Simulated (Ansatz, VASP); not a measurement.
# ZrSi7 in VASP and in Ansatz

```
Zr Si
1.0
     5.65035    0.00000    0.00000
     0.00000    5.65035    0.00000
     0.00000    0.00000    5.65035
Zr Si
1 7
Direct
  0.00000 0.00000 0.00000
  0.26591 0.26591 0.26591
  0.00000 0.50000 0.50000
  0.50000 0.50000 0.00000
  0.50000 0.00000 0.50000
  0.73409 0.26591 0.73409
  0.73409 0.73409 0.26591
  0.26591 0.73409 0.73409
```

Alike in both runs: functional PBE; k mesh 6 × 6 × 6; occupations gaussian, width 0.1 eV; no spin polarisation.

Ansatz relaxed the structure, and its values are those at the end. VASP's run is a single point on that final structure, the one shown.

|  | VASP | Ansatz |
| --- | --- | --- |
| version | VASP 6.6.1 | Ansatz 0.2.0 |
| potentials or method | VASP PAW PBE potentials, release 64 (Zr_sv, Si), cutoff 520 eV | scalar-relativistic, plane waves, PAW |
| valence electrons in the cell | 40 | 40 |

Ansatz gave:

```
gap on the k mesh at the Fermi level (eV) : none
pressure (GPa)                            : 0.0
```

Estimate VASP's values.

gap on the k mesh at the Fermi level (eV): none; pressure (GPa): -0.1.

A gap of «none» marks a metal or a gap that the smearing closes. With one functional, cell and mesh, what is left measures potentials, basis and numerics.
